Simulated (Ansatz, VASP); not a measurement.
**MgCd5S6 in VASP and in Ansatz**

The input INCAR:

```
ALGO     = Normal         # electronic algorithm
EDIFF    = 1E-6           # SCF threshold, eV
ENCUT    = 520            # plane-wave cutoff, eV
GGA      = PE             # functional
ISIF     = 2              # what is computed and relaxed
ISMEAR   = 0              # smearing method
LASPH    = True           # aspherical terms in the spheres
LCHARG   = False          # write CHGCAR
LREAL    = False          # projectors in reciprocal space
LWAVE    = False          # write WAVECAR
NBANDS   = 61             # bands
NELM     = 80             # most SCF steps
PREC     = Accurate       # precision mode
SIGMA    = 0.1            # smearing width, eV
```

KPOINTS

```
k-points
0
Gamma
  4 4 1
```

Contents of POSCAR:

```
MgCd5S6
1.0
    4.1680078000      0.0000000000      0.0000000000
    0.0000000000      4.1680078000      0.0000000000
    0.0000000000      0.0000000000     17.6200660000
Mg Cd S
1 5 6
Direct
    0.5000000000      0.5000000000      0.0000000000
    0.0000000000      0.0000000000      0.8389100000
    0.0000000000      0.0000000000      0.1610900000
    0.5000000000      0.5000000000      0.3305540000
    0.0000000000      0.0000000000      0.5000000000
    0.5000000000      0.5000000000      0.6694460000
    0.5000000000      0.0000000000      0.0761010000
    0.0000000000      0.5000000000      0.2458540000
    0.5000000000      0.0000000000      0.4152780000
    0.0000000000      0.5000000000      0.5847220000
    0.5000000000      0.0000000000      0.7541460000
    0.0000000000      0.5000000000      0.9238990000
```

Input for Ansatz:

```yaml
crystal:
  lattice:
    - [4.1680078, 0.0, 0.0]
    - [0.0, 4.1680078, 0.0]
    - [0.0, 0.0, 17.620066]
  atoms:
    - { symbol: Mg, position: [0.5, 0.5, 0.0] }
    - { symbol: Cd, position: [0.0, 0.0, 0.83891] }
    - { symbol: Cd, position: [0.0, 0.0, 0.16109] }
    - { symbol: Cd, position: [0.5, 0.5, 0.330554] }
    - { symbol: Cd, position: [0.0, 0.0, 0.5] }
    - { symbol: Cd, position: [0.5, 0.5, 0.669446] }
    - { symbol: S, position: [0.5, 0.0, 0.076101] }
    - { symbol: S, position: [0.0, 0.5, 0.245854] }
    - { symbol: S, position: [0.5, 0.0, 0.415278] }
    - { symbol: S, position: [0.0, 0.5, 0.584722] }
    - { symbol: S, position: [0.5, 0.0, 0.754146] }
    - { symbol: S, position: [0.0, 0.5, 0.923899] }
basis:
  ecutwfc: 420
kpoints:
  mp_grid: { grid: [4, 4, 1] }
hamiltonian:
  xc: pbe
scf:
  occupations: { method: gaussian, width: 0.1 }
  lower_state_search: "off"
output:
  forces: true
  stress: true
  eigenvalues: true
```

Alike in both runs: task single point; functional PBE; k mesh 4 × 4 × 1; occupations gaussian, width 0.1 eV; no spin polarisation.

|  | VASP | Ansatz |
| --- | --- | --- |
| version | VASP 6.6.1 | Ansatz 0.2.0 |
| potentials or method | VASP PAW PBE potentials, release 64 (Mg, Cd, S), cutoff 520 eV | scalar-relativistic, plane waves, PAW |
| valence electrons in the cell | 98 | 146 |

|  | VASP | Ansatz | Ansatz less VASP |
| --- | --- | --- | --- |
| gap on the k mesh at the Fermi level (eV) | 1.30 | 1.30 | -0.002 |
| least direct gap on the mesh (eV) | 1.30 | 1.30 | -0.002 |
| pressure (GPa) | 0.3 | 0.0 | -0.23 |
| traceless stress, the component that is largest in VASP (GPa) | -0.07 | -0.07 | -0.004 |
| rms of the force components (eV/Å) | 0.012 | 0.002 | -0.0100 |

Atom by atom the forces differ by 0.010 eV/Å (rms over components). With one functional, cell and mesh, what is left measures potentials, basis and numerics. VASP's potentials hold 98 valence electrons a cell and Ansatz's 146, so a difference there can come from the potentials and not from the codes.
